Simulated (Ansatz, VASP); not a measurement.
## C: VASP beside Ansatz

```xyz
4
Lattice="2.4650 0.0000 0.0000 -1.2325 2.1347 0.0000 0.0000 0.0000 6.7442" Properties=species:S:1:pos:R:3 pbc="T T T"
C     0.0000    0.0000    1.6860
C     0.0000    0.0000    5.0581
C     0.0000    1.4232    1.6860
C     1.2325    0.7116    5.0581
```

Alike in both runs: task relaxation of cell and atoms; functional PBE; dispersion D3(BJ); k mesh 21 × 21 × 6; occupations fermi-dirac, width 0.15 eV; no spin polarisation.

|  | VASP | Ansatz |
| --- | --- | --- |
| version | VASP 6.6.1 | Ansatz 0.2.0 |
| potentials or method | VASP PAW PBE potentials, release 64 (C), cutoff 600 eV | scalar-relativistic, plane waves, PAW |
| valence electrons in the cell | 16 | 16 |

|  | VASP | Ansatz | Ansatz less VASP |
| --- | --- | --- | --- |
| gap on the k mesh at the Fermi level, each at its own relaxed structure (eV) | none | none | - |
| relaxed volume (Å³/atom) | 8.78 | 8.87 | +0.083 |
| relaxed cell length with the largest relative difference (Å) | 6.675 | 6.740 | +0.0649 |

A gap of «none» marks a metal or a gap that the smearing closes.
